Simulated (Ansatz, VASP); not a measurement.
**Two plane-wave programs on BN**

Contents of INCAR:

```
PREC     = Accurate       # precision mode
ENCUT    = 520            # plane-wave cutoff, eV
EDIFF    = 1E-6           # SCF threshold, eV
ISMEAR   = 0              # smearing method
SIGMA    = 0.02           # smearing width, eV
LREAL    = F              # projectors in reciprocal space
LASPH    = T              # aspherical terms in the spheres
NELM     = 80             # most SCF steps
ALGO     = Normal         # electronic algorithm
ISIF     = 2              # what is computed and relaxed
LWAVE    = F              # write WAVECAR
LCHARG   = T              # write CHGCAR
LDIPOL   = T            
IDIPOL   = 3            
DIPOL    = 0.5 0.5 0.500
GGA      = PE             # functional
IVDW     = 12             # dispersion correction
LELF     = T              # ELF
LVHAR    = T            
LVACPOTAV= T            
NBANDS   = 11             # bands
```

Contents of KPOINTS:

```
Automatic mesh
0
Gamma
  12 12 1
```

File POSCAR:

```
BN
1.0
    2.5450000000      0.0000000000      0.0000000000
   -1.2725000000      2.2040346526      0.0000000000
    0.0000000000      0.0000000000     26.0000000000
B N
1 1
Direct
    0.0000000000      0.0000000000      0.5137307692
    0.6666666667      0.3333333333      0.4862692308
```

Input for Ansatz:

```yaml
crystal:
  lattice:
    - [2.545, 0.0, 0.0]
    - [-1.2725, 2.2040346526, 0.0]
    - [0.0, 0.0, 26.0]
  atoms:
    - { symbol: B, position: [0.0, 0.0, 0.5137307692] }
    - { symbol: "N", position: [0.6666666667, 0.3333333333, 0.4862692308] }
  periodic: [true, true, false]
basis:
  ecutwfc: 420
kpoints:
  mp_grid: { grid: [12, 12, 1] }
hamiltonian:
  xc: pbe
  dispersion: d3bj
scf:
  occupations: { method: gaussian, width: 0.02 }
output:
  forces: true
  stress: true
  eigenvalues: true
```

Alike in both runs: task single point; functional PBE; dispersion D3(BJ); k mesh 12 × 12 × 1; occupations gaussian, width 0.02 eV; no spin polarisation.

|  | VASP | Ansatz |
| --- | --- | --- |
| version | VASP 6.6.1 | Ansatz 0.2.0 |
| potentials or method | VASP PAW PBE potentials, release 64 (B, N), cutoff 520 eV | scalar-relativistic, plane waves, PAW |
| valence electrons in the cell | 8 | 8 |

|  | VASP | Ansatz | Ansatz less VASP |
| --- | --- | --- | --- |
| gap on the k mesh at the Fermi level (eV) | 0.03 | 0.02 | -0.004 |
| least direct gap on the mesh (eV) | 0.03 | 0.02 | -0.004 |
| rms of the force components (eV/Å) | 5.690 | 5.694 | +0.0032 |

Atom by atom the forces differ by 0.003 eV/Å (rms over components).
